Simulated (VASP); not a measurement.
# Nb in VASP: further runs

Nb is run at these levels: PBE; tasks: single point.

Everything below comes from runs of VASP 6.6.1. Logs are shortened: lines on timing, memory, paths and dates and some standing lists are left out, and cuts for length are marked.

## Step 1: The cell of the first run

Symmetry: Fm-3m, No. 225, cubic system. The conventional cell has a = 4.299 Å, b = 4.299 Å, c = 4.299 Å, α = 90.00°, β = 90.00°, γ = 90.00°. Within 4.0 Å of Nb (site symmetry m-3m) lie 12 Nb at 3.04 Å.

## Step 2: Single point, PBE (volume scaled by 1.05)

File INCAR:

```
SYSTEM = Nb
ALGO = Normal
EDIFF = 1E-6
ENCUT = 500
GGA = PE
GGA_COMPAT = .False.
ISIF = 2
ISMEAR = -1
LASPH = .True.
LCHARG = .False.
LREAL = .False.
LWAVE = .False.
NBANDS = 12
NELM = 120
PREC = Accurate
SIGMA = 0.08
```

File KPOINTS:

```
k-points
0
Gamma
  13 13 13
  0 0 0
```

File POSCAR:

```
Nb
1.0
    0.0000000000      2.1496782947      2.1496782947
    2.1496782947      0.0000000000      2.1496782947
    2.1496782947      2.1496782947      0.0000000000
Nb
1
Direct
    0.0000000000      0.0000000000      0.0000000000
```

Potentials or basis: VASP PAW PBE potentials, release 64 (Nb_sv).

Command:

```
$ cat potpaw_PBE.64/Nb_sv/POTCAR > POTCAR
$ mpirun -np 1 vasp_std > vasp.out
```

OUTCAR:

```text
SYSTEM = Nb
   EDIFF = 1E-6
   ENCUT = 500
   GGA = PE
   ISIF = 2
   ISMEAR = -1
   LASPH = .True.
   LREAL = .False.
   NELM = 120
   PREC = Accurate

 ion  position               nearest neighbor table
   1  0.000  0.000  0.000-

  LATTYP: Found a face centered cubic cell.
 ALAT       =     4.2993565894

  Lattice vectors:

 A1 = (   0.0000000000,   2.1496782947,   2.1496782947)
 A2 = (   2.1496782947,   0.0000000000,   2.1496782947)
 A3 = (   2.1496782947,   2.1496782947,   0.0000000000)

Analysis of symmetry for initial positions (statically):
=====================================================================
 Subroutine PRICEL returns:
 Original cell was already a primitive cell.

 Routine SETGRP: Setting up the symmetry group for a
 face centered cubic supercell.

 Subroutine GETGRP returns: Found 48 space group operations
 (whereof 48 operations were pure point group operations)
 out of a pool of 48 trial point group operations.

The static configuration has the point symmetry O_h .

Analysis of symmetry for dynamics (positions and initial velocities):
=====================================================================
 Subroutine PRICEL returns:
 Original cell was already a primitive cell.

 Routine SETGRP: Setting up the symmetry group for a
 face centered cubic supercell.

 Subroutine GETGRP returns: Found 48 space group operations
 (whereof 48 operations were pure point group operations)
 out of a pool of 48 trial point group operations.

The dynamic configuration has the point symmetry O_h .

 Subroutine INISYM returns: Found 48 space group operations
 (whereof 48 operations are pure point group operations),
 and found     1 'primitive' translations

----------------------------------------------------------------------------------------

                                     Primitive cell

  volume of cell :      19.8678

  direct lattice vectors                    reciprocal lattice vectors
     0.000000000  2.149678295  2.149678295    -0.232592943  0.232592943  0.232592943
     2.149678295  0.000000000  2.149678295     0.232592943 -0.232592943  0.232592943
     2.149678295  2.149678295  0.000000000     0.232592943  0.232592943 -0.232592943

  length of vectors
     3.040104199  3.040104199  3.040104199     0.402862794  0.402862794  0.402862794

  position of ions in fractional coordinates (direct lattice)
     0.000000000  0.000000000  0.000000000

  ion indices of the primitive-cell ions
   primitive index   ion index
                 1           1

----------------------------------------------------------------------------------------

 KPOINTS: k-points

Automatic generation of k-mesh.
 Grid dimensions read from file:
 generate k-points for:   13   13   13

 Generating k-lattice:

  Cartesian coordinates                     Fractional coordinates (reciprocal lattice)
    -0.017891765  0.017891765  0.017891765     0.076923077  0.000000000  0.000000000
     0.017891765 -0.017891765  0.017891765     0.000000000  0.076923077  0.000000000
     0.017891765  0.017891765 -0.017891765     0.000000000  0.000000000  0.076923077

  Length of vectors
     0.030989446  0.030989446  0.030989446

  Shift w.r.t. Gamma in fractional coordinates (k-lattice)
     0.000000000  0.000000000  0.000000000

 Subroutine IBZKPT returns following result:
 ===========================================

 Found     84 irreducible k-points:

 Following reciprocal coordinates:
            Coordinates               Weight
  0.000000  0.000000  0.000000      1.000000
  0.076923  0.000000  0.000000      8.000000
  0.153846  0.000000  0.000000      8.000000
  0.230769  0.000000  0.000000      8.000000
  0.307692  0.000000  0.000000      8.000000
  0.384615  0.000000  0.000000      8.000000
[... 16 lines left out ...]
  0.384615  0.153846  0.000000     24.000000
  0.461538  0.153846  0.000000     24.000000
 [... further k-points ...]
   k-points           NKPTS =     84   k-points in BZ     NKDIM =     84   number of bands    NBANDS=     12
   number of dos      NEDOS =    301   number of ions     NIONS =      1
   total plane-waves  NPLWV =  13824
   dimension x,y,z NGX =    24 NGY =   24 NGZ =   24
   dimension x,y,z NGXF=    48 NGYF=   48 NGZF=   48
   ions per type =               1
   NGX,Y,Z   is equivalent  to a cutoff of  13.12, 13.12, 13.12 a.u.
   NGXF,Y,Z  is equivalent  to a cutoff of  26.25, 26.25, 26.25 a.u.
 SYSTEM =  Nb
   PREC   = accura    normal or accurate (medium, high low for compatibility)
   ISTART =      0    job   : 0-new  1-cont  2-samecut
   ICHARG =      2    charge: 1-file 2-atom 10-const
   ISPIN  =      1    spin polarized calculation?
   LNONCOLLINEAR =      F non collinear calculations
   LSORBIT =      F    spin-orbit coupling
   LASPH  =      T    aspherical Exc in radial PAW
   ENCUT  =  500.0 eV  36.75 Ry    6.06 a.u.   5.54  5.54  5.54*2*pi/ulx,y,z
   NELM   =    120;   NELMIN=  2; NELMDL= -5     # of ELM steps
   EDIFF  = 0.1E-05   stopping-criterion for ELM
   LREAL  =      F    real-space projection
   EDIFFG = 0.1E-04   stopping-criterion for IOM
   NSW    =      0    number of steps for IOM
   IBRION =     -1    ionic relax: 0-MD 1-quasi-New 2-CG
   NFREE  =      0    steps in history (QN), initial steepest desc. (CG)
   ISIF   =      2    stress and relaxation
   ISYM   =      2    0-nonsym 1-usesym 2-fastsym
   POTIM  = 0.5000    time-step for ionic-motion
   TEBEG  =    0.0;   TEEND  =   0.0 temperature during run
   PSTRESS=    0.0 pullay stress
   NELECT =      13.0000    total number of electrons
   NUPDOWN=      -1.0000    fix difference up-down
   EMIN   =  10.00;   EMAX   =-10.00  energy-range for DOS
   EFERMI =   0.00;   METHOD = LEGACY
   ISMEAR =    -1;   SIGMA  =   0.08  broadening in eV -4-tet -1-fermi 0-gaus
   EFERMI_NEDOS =   21; number of points for ismear=-14 and -15
   IALGO  =     38    algorithm
   IMIX   =      4    mixing-type and parameters
     AMIX     =   0.40;   BMIX     =  1.00
     AMIX_MAG =   1.60;   BMIX_MAG =  1.00
  volume/ion in A,a.u.               =      19.87       134.07
  Fermi-wavevector in a.u.,A,eV,Ry     =   1.421257  2.685785 27.483363  2.019970
  Thomas-Fermi vector in A             =   2.542085
   LORBIT       =      0    0 simple, 1 ext, 2 COOP (PROOUT), +10 PAW based schemes
   GGA     = PE    functional components
   LHFCALC =     F    Hartree Fock is set to
   AEXX    =    0.0000 exact exchange contribution
   IVDW    =     0    specifies the selected vdW correction
   LEPSILON=     F    determine dielectric tensor
   LRPA    =     F    only Hartree local field effects (RPA)
 non-spin polarized calculation
  energy-cutoff  :      500.00
  volume of cell :       19.87
 maximum number of plane-waves:       531
 NGX is ok and might be reduce to    24
   NGX = 11   NGY = 11   NGZ = 11

 number of electron      12.9999999 magnetization

 Free energy of the ion-electron system (eV)
  ---------------------------------------------------
  ext. energy  EPLUGINS =         0.00000000
  ---------------------------------------------------
  free energy    TOTEN  =        -9.87905323 eV

  energy without entropy =       -9.84557343  energy(sigma->0) =       -9.86231333

 E-fermi :  10.1802     XC(G=0): -12.0053

 val. band max:       10.1756324399   @ k =   0.3846   0.2308   0.0000
 cond. band min:      10.1819765702   @ k =   0.4615   0.0000   0.0000
 fundamental gap:      0.0063441302
 Fermi energy:        10.1801742990

 k-point     1 :       0.0000    0.0000    0.0000
  band No.  band energies     occupation
      1     -44.6781      2.00000
      2     -20.1604      2.00000
      3     -20.1604      2.00000
      4     -20.1604      2.00000
      5       4.1150      2.00000
      6      10.3262      0.27765
      7      10.3262      0.27765
      8      10.3262      0.27765
      9      12.7192      0.00000
     10      12.7192      0.00000
     11      21.9416      0.00000
     12      26.4723      0.00000

 k-point     2 :       0.0769    0.0000    0.0000
  band No.  band energies     occupation
      1     -44.6695      2.00000
      2     -20.2201      2.00000
      3     -20.1679      2.00000
      4     -20.1679      2.00000
      5       4.3210      2.00000
      6      10.1713      1.05562
      7      10.4190      0.09617
      8      10.4190      0.09617
      9      12.6414      0.00000
     10      12.6414      0.00000
     11      22.3464      0.00000
     12      25.6058      0.00000

 k-point     3 :       0.1538    0.0000    0.0000
  band No.  band energies     occupation
      1     -44.6456      2.00000
      2     -20.3834      2.00000
      3     -20.1887      2.00000
      4     -20.1887      2.00000
      5       4.8923      2.00000
      6       9.8227      1.97733
      7      10.6210      0.00805
      8      10.6210      0.00805
      9      12.5254      0.00000
     10      12.5254      0.00000
     11      23.2542      0.00000
     12      24.2763      0.00000

 k-point     4 :       0.2308    0.0000    0.0000
  band No.  band energies     occupation
      1     -44.6118      2.00000
      2     -20.6082      2.00000
      3     -20.2179      2.00000
      4     -20.2179      2.00000
      5       5.6635      2.00000
      6       9.5595      1.99915
      7      10.6957      0.00318
      8      10.6957      0.00318
      9      12.6824      0.00000
     10      12.6824      0.00000
     11      22.5685      0.00000
     12      24.6786      0.00000

 k-point     5 :       0.3077    0.0000    0.0000
  band No.  band energies     occupation
      1     -44.5755      2.00000
      2     -20.8406      2.00000
      3     -20.2486      2.00000
      4     -20.2486      2.00000
      5       6.2998      2.00000
      6       9.7424      1.99163
      7      10.5341      0.02369
      8      10.5341      0.02369
      9      13.2462      0.00000
     10      13.2462      0.00000
     11      21.4829      0.00000
     12      24.3208      0.00000

 k-point     6 :       0.3846    0.0000    0.0000
  band No.  band energies     occupation
      1     -44.5453      2.00000
      2     -21.0287      2.00000
      3     -20.2739      2.00000
      4     -20.2739      2.00000
      5       6.5456      2.00000
      6      10.3166      0.30753
      7      10.3166      0.30753
      8      10.4930      0.03928
      9      13.9527      0.00000
     10      13.9527      0.00000
     11      20.6143      0.00000
     12      22.8164      0.00000

 k-point     7 :       0.4615    0.0000    0.0000
  band No.  band energies     occupation
      1     -44.5281      2.00000
      2     -21.1332      2.00000
      3     -20.2881      2.00000
      4     -20.2881      2.00000
      5       6.5717      2.00000
      6      10.1820      0.98874
      7      10.1820      0.98873
      8      11.2486      0.00000
      9      14.4489      0.00000
     10      14.4489      0.00000
     11      19.9847      0.00000
     12      21.7839      0.00000

 k-point     8 :       0.0769    0.0769    0.0000
  band No.  band energies     occupation
      1     -44.6667      2.00000
      2     -20.2187      2.00000
      3     -20.1810      2.00000
      4     -20.1810      2.00000
      5       4.3896      2.00000
      6      10.0591      1.63925
      7      10.4877      0.04189
      8      10.4877      0.04189
      9      12.4119      0.00000
     10      12.8058      0.00000
     11      22.4875      0.00000
     12      25.8907      0.00000
[... 166 lines left out ...]
 k-point    20 :       0.1538    0.1538    0.0000
  band No.  band energies     occupation
      1     -44.6349      2.00000
      2     -20.3764      2.00000
      3     -20.2380      2.00000
      4     -20.2380      2.00000
      5       5.1492      2.00000
      6       9.4061      1.99987
      7      10.9671      0.00011
      8      10.9671      0.00011
      9      11.6507      0.00000
     10      13.0538      0.00000
     11      23.9549      0.00000
     12      25.3369      0.00000

 k-point    21 :       0.2308    0.1538    0.0000
  band No.  band energies     occupation
      1     -44.6095      2.00000
      2     -20.5214      2.00000
      3     -20.2750      2.00000
      4     -20.2677      2.00000
      5       5.7481      2.00000
      6       9.0461      2.00000
      7      10.8830      0.00031
      8      11.2488      0.00000
      9      11.7393      0.00000
     10      13.2508      0.00000
     11      24.4768      0.00000
     12      25.0509      0.00000

 k-point    22 :       0.3077    0.1538    0.0000
  band No.  band energies     occupation
      1     -44.5774      2.00000
      2     -20.7123      2.00000
      3     -20.3094      2.00000
      4     -20.3047      2.00000
      5       6.4677      2.00000
      6       8.8500      2.00000
      7      10.3641      0.18235
      8      11.3053      0.00000
      9      12.5861      0.00000
     10      13.6686      0.00000
     11      23.2463      0.00000
     12      25.4985      0.00000

 k-point    23 :       0.3846    0.1538    0.0000
  band No.  band energies     occupation
      1     -44.5459      2.00000
      2     -20.8929      2.00000
      3     -20.3521      2.00000
      4     -20.3333      2.00000
      5       6.9814      2.00000
      6       9.0361      2.00000
      7       9.9837      1.84208
      8      11.1399      0.00001
      9      13.7286      0.00000
     10      14.2334      0.00000
     11      21.8360      0.00000
     12      24.3277      0.00000

 k-point    24 :       0.4615    0.1538    0.0000
  band No.  band energies     occupation
      1     -44.5223      2.00000
      2     -21.0226      2.00000
      3     -20.4001      2.00000
      4     -20.3414      2.00000
      5       7.1493      2.00000
      6       9.2653      1.99998
      7      10.1372      1.26220
      8      10.9252      0.00018
      9      14.5874      0.00000
     10      14.9869      0.00000
     11      20.2889      0.00000
     12      23.4054      0.00000

 [... further k-points ...]
[... 5 lines left out ...]
  --------------------------------------------------------------------------------------
  -------------------------------------------------------------------------------------
  Total       -1.0608392     -1.0608392     -1.0608392     -0.0000000      0.0000000     -0.0000000
  in kB      -85.5479739    -85.5479739    -85.5479739     -0.0000000      0.0000000     -0.0000000
  external PRESSURE =     -85.5479739 kB  Pullay stress =       0.0000000 kB

 VOLUME and BASIS-vectors are now :
 -----------------------------------------------------------------------------
  energy-cutoff  :      500.00
  volume of cell :       19.87
      direct lattice vectors                 reciprocal lattice vectors
     0.000000000  2.149678295  2.149678295    -0.232592943  0.232592943  0.232592943
     2.149678295  0.000000000  2.149678295     0.232592943 -0.232592943  0.232592943
     2.149678295  2.149678295  0.000000000     0.232592943  0.232592943 -0.232592943

 POSITION                                       TOTAL-FORCE (eV/Angst)
 -----------------------------------------------------------------------------------
      0.00000      0.00000      0.00000         0.000000      0.000000     -0.000000
 -----------------------------------------------------------------------------------
    total drift:                               -0.000000     -0.000000      0.000000

  FREE ENERGIE OF THE ION-ELECTRON SYSTEM (eV)
  ---------------------------------------------------
  free  energy   TOTEN  =        -9.8790532268 eV

  energy  without entropy=       -9.8455734290  energy(sigma->0) =       -9.86231333
```

Run time: 10 s. Hardware: 1 thread of AMD EPYC 9R45 (Zen 5), shared host; peak memory 0.12 GiB.

What came out:

| Property | Result |
| --- | --- |
| Free energy | -9.8791 eV |
| Pressure | -8.6 GPa |

Levels at points of the mesh, in eV from the Fermi level:
```tsv
k point	band 4	band 5	band 6	band 7	band 8	band 9
(0.00, 0.00, 0.00)	-30.34	-6.07	0.15	0.15	0.15	2.54
```

(Part 1 of 2 ends here.)
